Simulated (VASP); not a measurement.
Crystal: BaTe.

```
CELL_PARAMETERS angstrom
0.00000 3.47688 3.47688
3.47688 0.00000 3.47688
3.47688 3.47688 0.00000
ATOMIC_POSITIONS crystal
Ba 0.00000 0.00000 0.00000
Te 0.50000 0.50000 0.50000
```

Base run:

* Program: VASP 6.6.1
* Functional: PBE
* Potentials or basis: VASP PAW PBE potentials, release 64 (Ba_sv, Te)
* Cutoff: 520 eV
* k mesh: 7 × 7 × 7
* Occupations: fermi-dirac, width 0.05 eV
* Spin: no spin polarisation

Its results: band gap on the k mesh 1.52 eV, indirect (least direct gap 1.91 eV); pressure 1.9 GPa.

**Question.** The run is repeated on the same cell with these changes: functional from PBE to r2SCAN; further incar settings from ALGO = Normal; EDIFF = 1e-06; NBANDS = 15 to ALGO = Normal; EDIFF = 1e-07; NBANDS = 15. What comes out?

**Answer.** Band gap on the k mesh 1.88 eV, indirect (least direct gap 2.27 eV); pressure 2.0 GPa.

Caveats: spin-orbit coupling is left out, which moves the levels of the heavy elements; the PAW data sets were made with another functional, which shifts forces and pressure a little (some runs).

A k mesh can miss the band edges.
